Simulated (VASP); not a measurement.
## GeW: single point with PBE

Crystal: GeW.

```
Ge W
1.0
     0.00000    2.54277    2.54277
     2.54277    0.00000    2.54277
     2.54277    2.54277    0.00000
Ge W
1 1
Direct
  0.50000 0.50000 0.50000
  0.00000 0.00000 0.00000
```

```json
{
 "Program": "VASP 6.6.1",
 "Task": "single point",
 "Functional": "PBE",
 "Potentials or basis": "VASP PAW PBE potentials, release 64 (Ge_d, W_sv)",
 "Cutoff": "520 eV",
 "k mesh": "9 × 9 × 9",
 "Occupations": "fermi-dirac, width 0.05 eV",
 "Spin": "no spin polarisation"
}
```

The pressure is 8.2 GPa and the band gap on the k mesh is zero (band 14 reaches 10.18 eV, above the bottom of band 15 at 8.35 eV).

Levels at points of the mesh, in eV from the Fermi level:
```csv
k point,band 10,band 11,band 12,band 13,band 14,band 15,band 16,band 17,band 18,band 19
"(0.00, 0.00, 0.00)",-12.64,-1.72,-1.72,-1.72,-0.91,-0.91,2.52,2.52,2.52,8.12
```

It took 12 s on 1 thread of Intel(R) Xeon(R) 6975P-C (Granite Rapids), on a shared host, peak memory 0.17 GiB.

Caveat: spin-orbit coupling is left out, which moves the levels of the heavy elements.
